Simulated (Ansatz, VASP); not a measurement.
**Cs2AgBiBr6 in VASP and in Ansatz**

```
Bi Cs Ag Br
1.0
     0.00000    5.61610    5.61610
     5.61610    0.00000    5.61610
     5.61610    5.61610    0.00000
Bi Cs Ag Br
1 2 1 6
Direct
  0.00000 0.00000 0.00000
  0.75000 0.75000 0.75000
  0.25000 0.25000 0.25000
  0.50000 0.50000 0.50000
  0.74945 0.74945 0.25055
  0.25055 0.25055 0.74945
  0.74945 0.25055 0.25055
  0.74945 0.25055 0.74945
  0.25055 0.74945 0.74945
  0.25055 0.74945 0.25055
```

Alike in both runs: functional LDA; k mesh 4 × 4 × 4; occupations fermi-dirac, width 0.05 eV; no spin polarisation.

```csv
,VASP,Ansatz
version,VASP 6.6.1,Ansatz 0.2.0
potentials or method,"VASP PAW LDA potentials, release 64 (Bi_d, Cs_sv, Ag, Br)",Ansatz PAW
plane-wave cutoff (eV),520,420
valence electrons in the cell,86,94
task,single point,band structure
```

Ansatz gave:

| Property | Result |
| --- | --- |
| gap on the k mesh at the Fermi level (eV) | 1.10 |
| least direct gap on the mesh (eV) | 2.33 |
| pressure (GPa) | -1.5 |
| rms of the force components (eV/Å) | 0.147 |

Problem. Which values does VASP return?

Solution. gap on the k mesh at the Fermi level (eV): 1.11; least direct gap on the mesh (eV): 2.34; pressure (GPa): -1.4; rms of the force components (eV/Å): 0.152.

LDA's correlation is that of Perdew and Zunger in VASP and of Perdew and Wang (1992) in Ansatz. Atom by atom the forces differ by 0.005 eV/Å (rms over components). VASP's potentials hold 86 valence electrons a cell and Ansatz's 94, so a difference there can come from the potentials and not from the codes.

Neither program's run includes spin-orbit coupling.
